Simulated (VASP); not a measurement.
# Sb (I4/mmm) in VASP: a series of runs

The runs below take Sb through single point, with PBE0, PBEsol+D4.

Program: VASP 6.6.1. These are calculated values, not measurements. Logs are shortened: lines on timing, memory, paths and dates and some standing lists are left out, and cuts for length are marked.

**1. The cell of the first run**

It takes space group I4/mmm (No. 139, tetragonal). Conventional cell: a = 3.110 Å, b = 3.110 Å, c = 5.351 Å, α = 90.00°, β = 90.00°, γ = 90.00°. Within 4.1 Å of Sb (site symmetry 4/mmm) lie 12 Sb at 3.11 to 3.46 Å.

**2. Single point, PBE0**

Input file POSCAR:

```
Sb
1.0
   -1.5552329741      1.5552329741      2.6752861216
    1.5552329741     -1.5552329741      2.6752861216
    1.5552329741      1.5552329741     -2.6752861216
Sb
1
Direct
    0.0000000000      0.0000000000      0.0000000000
```

Input file INCAR.step1:

```
SYSTEM = Sb
PREC = Accurate ; ENCUT = 520
EDIFF = 1E-5 ; ISMEAR = -1
SIGMA = 0.05 ; LREAL = .False.
LASPH = .True. ; NELM = 60
ALGO = Normal ; ISIF = 2
LWAVE = .True. ; LCHARG = .False.
GGA = PE ; NBANDS = 8
```

Input file INCAR.step2:

```
SYSTEM = Sb
PREC = Accurate ; ENCUT = 520
EDIFF = 1E-6 ; ISMEAR = -1
SIGMA = 0.05 ; LREAL = .False.
LASPH = .True. ; NELM = 60
ALGO = Normal ; ISIF = 2
LWAVE = .False. ; LCHARG = .False.
GGA = PE ; LHFCALC = .True.
AEXX = 0.25 ; PRECFOCK = Normal
ISTART = 1 ; NBANDS = 8
```

Input file KPOINTS:

```
Automatic mesh
0
Gamma
  6 6 6
  0 0 0
```

Potentials or basis: VASP PAW PBE potentials, release 64 (Sb).

The run is started by

```console
> cat potpaw_PBE.64/Sb/POTCAR > POTCAR
> cp INCAR.step1 INCAR
> mpirun -np 1 vasp_std > vasp.out
> cp INCAR.step2 INCAR
> mpirun -np 1 vasp_std > vasp.out
```

OUTCAR:

```text
SYSTEM = Sb
   PREC = Accurate
   ENCUT = 520
   EDIFF = 1E-6
   ISMEAR = -1
   LREAL = .False.
   LASPH = .True.
   NELM = 60
   ISIF = 2
   GGA = PE
   LHFCALC = .True.
   AEXX = 0.25
   PRECFOCK = Normal
   ISTART = 1

 ion  position               nearest neighbor table
   1  0.000  0.000  0.000-

  LATTYP: Found a body centered tetragonal cell.
 ALAT       =     3.1104659482
 C/A-ratio  =     1.7201835134

  Lattice vectors:

 A1 = (  -1.5552329741,   1.5552329741,   2.6752861216)
 A2 = (   1.5552329741,  -1.5552329741,   2.6752861216)
 A3 = (   1.5552329741,   1.5552329741,  -2.6752861216)

Analysis of symmetry for initial positions (statically):
=====================================================================
 Subroutine PRICEL returns:
 Original cell was already a primitive cell.

 Routine SETGRP: Setting up the symmetry group for a
 body centered tetragonal supercell.

 Subroutine GETGRP returns: Found 16 space group operations
 (whereof 16 operations were pure point group operations)
 out of a pool of 16 trial point group operations.

The static configuration has the point symmetry D_4h.

Analysis of symmetry for dynamics (positions and initial velocities):
=====================================================================
 Subroutine PRICEL returns:
 Original cell was already a primitive cell.

 Routine SETGRP: Setting up the symmetry group for a
 body centered tetragonal supercell.

 Subroutine GETGRP returns: Found 16 space group operations
 (whereof 16 operations were pure point group operations)
 out of a pool of 16 trial point group operations.

The dynamic configuration has the point symmetry D_4h.

 Subroutine INISYM returns: Found 16 space group operations
 (whereof 16 operations are pure point group operations),
 and found     1 'primitive' translations

----------------------------------------------------------------------------------------

                                     Primitive cell

  volume of cell :      25.8834

  direct lattice vectors                    reciprocal lattice vectors
    -1.555232974  1.555232974  2.675286122     0.000000000  0.321495241  0.186895897
     1.555232974 -1.555232974  2.675286122     0.321495241  0.000000000  0.186895897
     1.555232974  1.555232974 -2.675286122     0.321495241  0.321495241  0.000000000

  length of vectors
     3.463330051  3.463330051  3.463330051     0.371872648  0.371872648  0.454662930

  position of ions in fractional coordinates (direct lattice)
     0.000000000  0.000000000  0.000000000

  ion indices of the primitive-cell ions
   primitive index   ion index
                 1           1

----------------------------------------------------------------------------------------

 KPOINTS: Automatic mesh

Automatic generation of k-mesh.
 Grid dimensions read from file:
 generate k-points for:    6    6    6

 Generating k-lattice:

  Cartesian coordinates                     Fractional coordinates (reciprocal lattice)
     0.000000000  0.053582540  0.031149316     0.166666667  0.000000000 -0.000000000
     0.053582540  0.000000000  0.031149316     0.000000000  0.166666667 -0.000000000
     0.053582540  0.053582540  0.000000000     0.000000000  0.000000000  0.166666667

  Length of vectors
     0.061978775  0.061978775  0.075777155

  Shift w.r.t. Gamma in fractional coordinates (k-lattice)
     0.000000000  0.000000000  0.000000000

 Subroutine IBZKPT returns following result:
 ===========================================

 Found     30 irreducible k-points:

 Following reciprocal coordinates:
            Coordinates               Weight
  0.000000  0.000000  0.000000      1.000000
  0.166667  0.000000 -0.000000      8.000000
  0.333333  0.000000 -0.000000      8.000000
  0.500000  0.000000  0.000000      4.000000
  0.166667  0.166667 -0.000000      8.000000
  0.333333  0.166667  0.000000     16.000000
[... 16 lines left out ...]
 -0.333333 -0.333333  0.166667      8.000000
 -0.166667 -0.333333  0.166667      8.000000
 [... further k-points ...]
   k-points           NKPTS =     30   k-points in BZ     NKDIM =    216   number of bands    NBANDS=      8
   number of dos      NEDOS =    301   number of ions     NIONS =      1
   total plane-waves  NPLWV =  21952
   dimension x,y,z NGX =    28 NGY =   28 NGZ =   28
   dimension x,y,z NGXF=    56 NGYF=   56 NGZF=   56
   ions per type =               1
   NGX,Y,Z   is equivalent  to a cutoff of  13.44, 13.44, 13.44 a.u.
   NGXF,Y,Z  is equivalent  to a cutoff of  26.88, 26.88, 26.88 a.u.
 SYSTEM =  Sb
   PREC   = accura    normal or accurate (medium, high low for compatibility)
   ISTART =      1    job   : 0-new  1-cont  2-samecut
   ICHARG =      0    charge: 1-file 2-atom 10-const
   ISPIN  =      1    spin polarized calculation?
   LNONCOLLINEAR =      F non collinear calculations
   LSORBIT =      F    spin-orbit coupling
   LASPH  =      T    aspherical Exc in radial PAW
   ENCUT  =  520.0 eV  38.22 Ry    6.18 a.u.   6.44  6.44  6.44*2*pi/ulx,y,z
   NELM   =     60;   NELMIN=  2; NELMDL=  0     # of ELM steps
   EDIFF  = 0.1E-05   stopping-criterion for ELM
   LREAL  =      F    real-space projection
   EDIFFG = 0.1E-04   stopping-criterion for IOM
   NSW    =      0    number of steps for IOM
   IBRION =     -1    ionic relax: 0-MD 1-quasi-New 2-CG
   NFREE  =      0    steps in history (QN), initial steepest desc. (CG)
   ISIF   =      2    stress and relaxation
   ISYM   =      3    0-nonsym 1-usesym 2-fastsym
   POTIM  = 0.5000    time-step for ionic-motion
   TEBEG  =    0.0;   TEEND  =   0.0 temperature during run
   PSTRESS=    0.0 pullay stress
   NELECT =       5.0000    total number of electrons
   NUPDOWN=      -1.0000    fix difference up-down
   EMIN   =  10.00;   EMAX   =-10.00  energy-range for DOS
   EFERMI =   0.00;   METHOD = LEGACY
   ISMEAR =    -1;   SIGMA  =   0.05  broadening in eV -4-tet -1-fermi 0-gaus
   EFERMI_NEDOS =   21; number of points for ismear=-14 and -15
   IALGO  =     38    algorithm
   IMIX   =      1    mixing-type and parameters
     AMIX     =   0.40;   BMIX     =  1.00
     AMIX_MAG =   1.60;   BMIX_MAG =  1.00
  volume/ion in A,a.u.               =      25.88       174.67
  Fermi-wavevector in a.u.,A,eV,Ry     =   0.946363  1.788367 12.185419  0.895603
  Thomas-Fermi vector in A             =   2.074354
   LORBIT       =      0    0 simple, 1 ext, 2 COOP (PROOUT), +10 PAW based schemes
   GGA     = PE    functional components
   LHFCALC =     T    Hartree Fock is set to
   PRECFOCK=normal    Normal, Fast or Accurate (Low or Medium for compatibility)
   ENCUT4O =  -1.0   cutoff for four orbital integrals eV
   NKREDX  =     1    reduce k-point grid by
   NKREDY  =     1    reduce k-point grid by
   NKREDZ  =     1    reduce k-point grid by
   AEXX    =    0.2500 exact exchange contribution
   HFSCREEN=    0.0000 screening length (either q_TF or 0.3 A-1)
   HFSCREENC=   0.0000 screening length for correlation (either q_TF or 0.3 A-1)
   ENCUTFOCK=  -1.0 apply spherical cutoff to Coloumb kernel
   IVDW    =     0    specifies the selected vdW correction
   LEPSILON=     F    determine dielectric tensor
   LRPA    =     F    only Hartree local field effects (RPA)
 non-spin polarized calculation
  energy-cutoff  :      520.00
  volume of cell :       25.88
 maximum number of plane-waves:       710
 NGX is ok and might be reduce to    28
  NGX = 20; NGY = 20; NGZ = 20

 number of electron       5.0000000 magnetization

 Free energy of the ion-electron system (eV)
  ---------------------------------------------------
  ext. energy  EPLUGINS =         0.00000000
  ---------------------------------------------------
  free energy    TOTEN  =        -5.30139269 eV

  energy without entropy =       -5.29964113  energy(sigma->0) =       -5.30051691

 E-fermi :   9.5148     XC(G=0):  -8.2210

 val. band max:        8.5401835651   @ k =  -0.3333   0.3333   0.0000
 cond. band min:       9.6505511865   @ k =   0.5000   0.3333  -0.0000
 fundamental gap:      1.1103676214
 Fermi energy:         9.5147826926

 k-point     1 :       0.0000    0.0000    0.0000
  band No.  band energies     occupation
      1      -6.3042      2.00000
      2      14.9477      0.00000
      3      15.7937      0.00000
      4      15.7937      0.00000
      5      19.4182      0.00000
      6      20.8682      0.00000
      7      20.8695      0.00000
      8      20.9020      0.00000

 k-point     2 :       0.1667    0.0000   -0.0000
  band No.  band energies     occupation
      1      -5.6686      2.00000
      2      11.3348      0.00000
      3      13.8089      0.00000
      4      15.6597      0.00000
      5      18.0708      0.00000
      6      19.6616      0.00000
      7      21.8012      0.00000
      8      21.8404      0.00000

 k-point     3 :       0.3333    0.0000   -0.0000
  band No.  band energies     occupation
      1      -3.8023      2.00000
      2       5.0726      2.00000
      3      12.1054      0.00000
      4      15.6214      0.00000
      5      16.4945      0.00000
      6      19.6343      0.00000
      7      21.7855      0.00000
      8      22.5027      0.00000

 k-point     4 :       0.5000    0.0000    0.0000
  band No.  band energies     occupation
      1      -1.7399      2.00000
      2       1.5829      2.00000
      3      11.4463      0.00000
      4      15.7119      0.00000
      5      15.9738      0.00000
      6      20.4376      0.00000
      7      20.7396      0.00000
      8      20.8817      0.00000

 k-point     5 :       0.1667    0.1667   -0.0000
  band No.  band energies     occupation
      1      -4.7231      2.00000
      2       9.9134      0.00069
      3      10.7439      0.00000
      4      13.2065      0.00000
      5      18.8358      0.00000
      6      19.5513      0.00000
      7      21.5560      0.00000
      8      22.0426      0.00000
[... 177 lines left out ...]
 k-point    22 :      -0.1667    0.5000    0.1667
  band No.  band energies     occupation
      1      -2.1550      2.00000
      2       3.2278      2.00000
      3       7.6254      2.00000
      4      14.2568      0.00000
      5      17.7515      0.00000
      6      20.3415      0.00000
      7      22.9784      0.00000
      8      24.0776      0.00000

 k-point    23 :      -0.3333   -0.3333    0.1667
  band No.  band energies     occupation
      1      -2.9302      2.00000
      2       5.6374      2.00000
      3       8.3562      2.00000
      4       9.8976      0.00095
      5      20.3110      0.00000
      6      20.6294      0.00000
      7      22.9364      0.00000
      8      23.9968      0.00000

 k-point    24 :      -0.1667   -0.3333    0.1667
  band No.  band energies     occupation
      1      -4.4244      2.00000
      2       7.4599      2.00000
      3      10.2578      0.00000
      4      13.7280      0.00000
      5      17.3688      0.00000
      6      20.3460      0.00000
      7      22.1766      0.00000
      8      24.5225      0.00000

 [... further k-points ...]
[... 5 lines left out ...]
  --------------------------------------------------------------------------------------
  -------------------------------------------------------------------------------------
  Total        0.3617857      0.3617857     -0.2224344      0.0000000     -0.0000000      0.0000000
  in kB       22.3944706     22.3944706    -13.7686487      0.0000000     -0.0000000      0.0000000
  external PRESSURE =      10.3400975 kB  Pullay stress =       0.0000000 kB

 VOLUME and BASIS-vectors are now :
 -----------------------------------------------------------------------------
  energy-cutoff  :      520.00
  volume of cell :       25.88
      direct lattice vectors                 reciprocal lattice vectors
    -1.555232974  1.555232974  2.675286122     0.000000000  0.321495241  0.186895897
     1.555232974 -1.555232974  2.675286122     0.321495241  0.000000000  0.186895897
     1.555232974  1.555232974 -2.675286122     0.321495241  0.321495241  0.000000000

 POSITION                                       TOTAL-FORCE (eV/Angst)
 -----------------------------------------------------------------------------------
      0.00000      0.00000      0.00000         0.000000      0.000000     -0.000000
 -----------------------------------------------------------------------------------
    total drift:                               -0.000000     -0.000000      0.000000

  FREE ENERGIE OF THE ION-ELECTRON SYSTEM (eV)
  ---------------------------------------------------
  free  energy   TOTEN  =        -5.3013926871 eV

  energy  without entropy=       -5.2996411334  energy(sigma->0) =       -5.30051691
```

Run time: 5.4 min. Hardware: 1 thread of Intel Xeon 6975P-C (Granite Rapids), shared host; peak memory 0.16 GiB.

What came out:

```yaml
Free_energy: -5.3014 eV
Pressure: 1.0 GPa
```

Levels at points of the mesh, in eV from the Fermi level:
```csv
k point,band 1,band 2,band 3,band 4,band 5,band 6
"(0.00, 0.00, 0.00)",-15.82,5.43,6.28,6.28,9.90,11.35
"(0.50, 0.00, 0.00)",-11.25,-7.93,1.93,6.20,6.46,10.92
"(0.50, 0.50, 0.00)",-8.21,-6.28,-2.16,0.51,3.56,4.42
"(0.50, 0.50, 0.50)",-11.39,-7.77,2.23,2.23,6.04,6.51
```

Caveat: the k points lie up to 0.48 Å⁻¹ apart; the PAW data sets were made with another functional, which shifts forces and pressure a little; spin-orbit coupling is left out, which moves the levels of the heavy elements.

**3. Single point, PBE0**

This run uses another cell than the first one, of 26.42 Å³/atom, 1.021 times its volume.

Input file POSCAR:

```
Sb
1.0
   -1.5659590577      1.5659590577      2.6937369538
    1.5659590577     -1.5659590577      2.6937369538
    1.5659590577      1.5659590577     -2.6937369538
Sb
1
Direct
    0.0000000000      0.0000000000      0.0000000000
```

Input file INCAR.step1:

```
ALGO     = Normal         # electronic algorithm
EDIFF    = 1E-5           # SCF threshold, eV
ENCUT    = 520            # plane-wave cutoff, eV
GGA      = PE             # functional
ISIF     = 2              # what is computed and relaxed
ISMEAR   = -1             # smearing method
LASPH    = True           # aspherical terms in the spheres
LCHARG   = False          # write CHGCAR
LREAL    = False          # projectors in reciprocal space
LWAVE    = True           # write WAVECAR
NBANDS   = 8              # bands
NELM     = 80             # most SCF steps
PREC     = Accurate       # precision mode
SIGMA    = 0.05           # smearing width, eV
```

Input file INCAR.step2:

```
AEXX     = 0.25           # exact-exchange fraction
ALGO     = Normal         # electronic algorithm
EDIFF    = 1E-7           # SCF threshold, eV
ENCUT    = 520            # plane-wave cutoff, eV
GGA      = PE             # functional
ISIF     = 2              # what is computed and relaxed
ISMEAR   = -1             # smearing method
ISTART   = 1            
LASPH    = True           # aspherical terms in the spheres
LCHARG   = False          # write CHGCAR
LHFCALC  = True           # exact exchange
LREAL    = False          # projectors in reciprocal space
LWAVE    = False          # write WAVECAR
NBANDS   = 8              # bands
NELM     = 80             # most SCF steps
PREC     = Accurate       # precision mode
PRECFOCK = Normal       
SIGMA    = 0.05           # smearing width, eV
```

Input file KPOINTS:

```
k-points
0
Gamma
  6 6 6
```

Potentials or basis: VASP PAW PBE potentials, release 64 (Sb).

The run is started by

```console
> cat potpaw_PBE.64/Sb/POTCAR > POTCAR
> cp INCAR.step1 INCAR
> mpirun -np 1 vasp_std > vasp.out
> cp INCAR.step2 INCAR
> mpirun -np 1 vasp_std > vasp.out
```

Wall time 7.2 min (1 thread of Intel Xeon 6975P-C (Granite Rapids), shared host); peak memory 0.17 GiB.

Results (log left out):

```yaml
Free_energy: -5.3022 eV
Pressure: -0.5 GPa
```

Stress tensor (GPa, compression positive):
```
 0.48  0.00  0.00
 0.00  0.48  0.00
 0.00  0.00 -2.56
```

Levels at points of the mesh, in eV from the Fermi level:
```tsv
k point	band 1	band 2	band 3	band 4	band 5	band 6	band 7	band 8
(0.00, 0.00, 0.00)	-15.64	5.27	6.12	6.12	9.83	11.25	11.28	11.38
(0.50, 0.00, 0.00)	-11.20	-7.78	1.88	6.04	6.41	10.79	11.20	11.29
(0.50, 0.50, 0.00)	-8.26	-6.16	-2.14	0.50	3.56	4.44	16.35	16.99
(0.50, 0.50, 0.50)	-11.34	-7.62	2.19	2.19	6.03	6.44	18.76	18.76
```

Caveat: the k points lie up to 0.47 Å⁻¹ apart; the PAW data sets were made with another functional, which shifts forces and pressure a little; spin-orbit coupling is left out, which moves the levels of the heavy elements.

[end of part 1 of 2]
